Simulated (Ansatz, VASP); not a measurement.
# One calculation of ZrBr5, two programs

The input INCAR:

```
PREC     = Accurate       # precision mode
ENCUT    = 600            # plane-wave cutoff, eV
EDIFF    = 1E-7           # SCF threshold, eV
ISMEAR   = 0              # smearing method
SIGMA    = 0.1            # smearing width, eV
LREAL    = False          # projectors in reciprocal space
LASPH    = True           # aspherical terms in the spheres
NELM     = 100            # most SCF steps
ALGO     = Normal         # electronic algorithm
ISIF     = 3              # what is computed and relaxed
LWAVE    = False          # write WAVECAR
LCHARG   = False          # write CHGCAR
GGA      = PE             # functional
IBRION   = 2              # ionic algorithm
NSW      = 100            # ionic steps
EDIFFG   = -0.01          # ionic threshold
```

Contents of KPOINTS:

```
regular mesh
0
Gamma
  8 8 8
```

POSCAR

```
ZrBr5
1.0
    0.0000000000      4.2784730823      4.2784730823
    4.2784730823      0.0000000000      4.2784730823
    4.2784730823      4.2784730823      0.0000000000
Zr Br
1 5
Direct
    0.0000000000      0.0000000000      0.0000000000
    0.3749246974      0.8752259079      0.3749246974
    0.3749246974      0.3749246974      0.3749246974
    0.7500000000      0.7500000000      0.7500000000
    0.8752259079      0.3749246974      0.3749246974
    0.3749246974      0.3749246974      0.8752259079
```

Input for Ansatz:

```yaml
crystal:
  lattice:
    - [0.0, 4.2784730823, 4.2784730823]
    - [4.2784730823, 0.0, 4.2784730823]
    - [4.2784730823, 4.2784730823, 0.0]
  atoms:
    - { symbol: Zr, position: [0.0, 0.0, 0.0] }
    - { symbol: Br, position: [0.3749246974, 0.8752259079, 0.3749246974] }
    - { symbol: Br, position: [0.3749246974, 0.3749246974, 0.3749246974] }
    - { symbol: Br, position: [0.75, 0.75, 0.75] }
    - { symbol: Br, position: [0.8752259079, 0.3749246974, 0.3749246974] }
    - { symbol: Br, position: [0.3749246974, 0.3749246974, 0.8752259079] }
basis:
  ecutwfc: 420
kpoints:
  mp_grid: { grid: [8, 8, 8] }
hamiltonian:
  xc: pbe
scf:
  occupations: { method: gaussian, width: 0.1 }
output:
  forces: true
  stress: true
  eigenvalues: true
relax:
  adjacent_minimum: "off"
  f_tol: 0.01
  max_steps: 80
  cell: { stress_tol: 0.05 }
```

Change from the starting cell: species swapped into the CaAu5 type (F-43m, No. 216).

Alike in both runs: task relaxation of cell and atoms; functional PBE; k mesh 8 × 8 × 8; occupations gaussian, width 0.1 eV; no spin polarisation.

|  | VASP | Ansatz |
| --- | --- | --- |
| version | VASP 6.6.1 | Ansatz 0.2.0 |
| potentials or method | VASP PAW PBE potentials, release 64 (Zr_sv, Br), cutoff 600 eV | scalar-relativistic, plane waves, PAW |
| valence electrons in the cell | 47 | 47 |

|  | VASP | Ansatz | Ansatz less VASP |
| --- | --- | --- | --- |
| gap on the k mesh at the Fermi level, each at its own relaxed structure (eV) | none | none | - |
| relaxed volume (Å³/atom) | 26.11 | 26.11 | -0.004 |
| relaxed length of the cell vector where the two differ most in proportion (Å) | 6.051 | 6.051 | -0.0003 |

A gap of «none» marks a metal or a gap that the smearing closes.
